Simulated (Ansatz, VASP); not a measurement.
## Two plane-wave programs on OsCl3

```
Os Cl
1.0
     4.91232    0.00000    0.00000
     0.00000    4.91232    0.00000
     0.00000    0.00000    4.91232
Os Cl
1 3
Direct
  0.00000 0.00000 0.00000
  0.50000 0.00000 0.00000
  0.00000 0.00000 0.50000
  0.00000 0.50000 0.00000
```

Alike in both runs: task single point; functional PBE; k mesh 4 × 4 × 4; occupations gaussian, width 0.05 eV; collinear spin; Hubbard terms Os d U = 1.0 eV.

|  | VASP | Ansatz |
| --- | --- | --- |
| version | VASP 6.6.1 | Ansatz 0.2.0 |
| potentials or method | VASP PAW PBE potentials, release 64 (Os, Cl), cutoff 600 eV | scalar-relativistic, plane waves, PAW |
| valence electrons in the cell | 29 | 37 |

|  | VASP | Ansatz | Ansatz less VASP |
| --- | --- | --- | --- |
| gap on the k mesh at the Fermi level (eV) | none | none | - |
| pressure (GPa) | -3.4 | -3.5 | -0.08 |
| net moment per atom (μB) | 0.62 | 0.62 | 0.000 |
| size of the moment on the site where the two differ most (μB) | 2.10 | 1.63 | -0.465 |

Site moments also hang on the region over which each program counts them. The programs project onto different local orbitals, so the same U acts differently, and such runs can settle in different states. A gap of «none» marks a metal or a gap that the smearing closes. VASP's potentials hold 29 valence electrons a cell and Ansatz's 37, so a difference there can come from the potentials and not from the codes. Ansatz's warnings: filled band counts differ across k points, specified occupation not kept, xc potential rough in thin density.

Spin-orbit coupling is off throughout.
